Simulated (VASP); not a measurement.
# PtSe2 (Sudovikovite): single point with PBEsol

PtSe2 (Sudovikovite):

```xyz
3
Lattice="3.8674 0.0000 0.0000 -1.9337 3.3492 0.0000 0.0000 0.0000 5.2569" Properties=species:S:1:pos:R:3 pbc="T T T"
Pt    0.0000    0.0000    0.0000
Se    0.0000    2.2328    1.3142
Se    1.9337    1.1164    3.9427
```

| Quantity | Value |
| --- | --- |
| Program | VASP 6.6.1 |
| Task | single point |
| Functional | PBEsol |
| Potentials or basis | VASP PAW PBE potentials, release 64 (Pt, Se) |
| Cutoff | 520 eV |
| k mesh | 9 × 9 × 6 |
| Occupations | methfessel-paxton, width 0.1 eV |
| Spin | no spin polarisation |
| Dipole correction | no |
| Further INCAR settings | ALGO = Normal; EDIFF = 1e-07; NBANDS = 18 |

- Pressure: -9.7 GPa
- Largest force: 0.862 eV/Å
- Band gap on the k mesh: zero (band 11 reaches 5.28 eV, above the bottom of band 12 at 4.90 eV)

Forces on the atoms (eV/Å):
```
Pt   0.000  0.000  0.000
Se   0.000  0.000 -0.862
Se   0.000  0.000  0.862
```

Stress tensor (GPa, compression positive):
```
-10.68   0.00   0.00
  0.00 -10.68   0.00
  0.00   0.00  -7.82
```

Levels at points of the mesh, in eV from the Fermi level:
| k point | band 7 | band 8 | band 9 | band 10 | band 11 | band 12 | band 13 | band 14 | band 15 | band 16 |
| --- | --- | --- | --- | --- | --- | --- | --- | --- | --- | --- |
| (0.00, 0.00, 0.00) | -3.41 | -2.27 | -0.95 | -0.95 | 0.35 | 1.26 | 1.26 | 3.34 | 3.74 | 7.22 |
| (0.00, 0.00, 0.50) | -3.44 | -2.58 | -1.74 | -1.32 | -1.32 | 1.93 | 1.93 | 4.71 | 5.48 | 6.71 |

It took 39 s on 1 thread of Intel(R) Xeon(R) 6975P-C (Granite Rapids), on a shared host, peak memory 0.22 GiB.

Caveat: the PAW data sets were made with another functional, which shifts forces and pressure a little; spin-orbit coupling is left out, which moves the levels of the heavy elements.
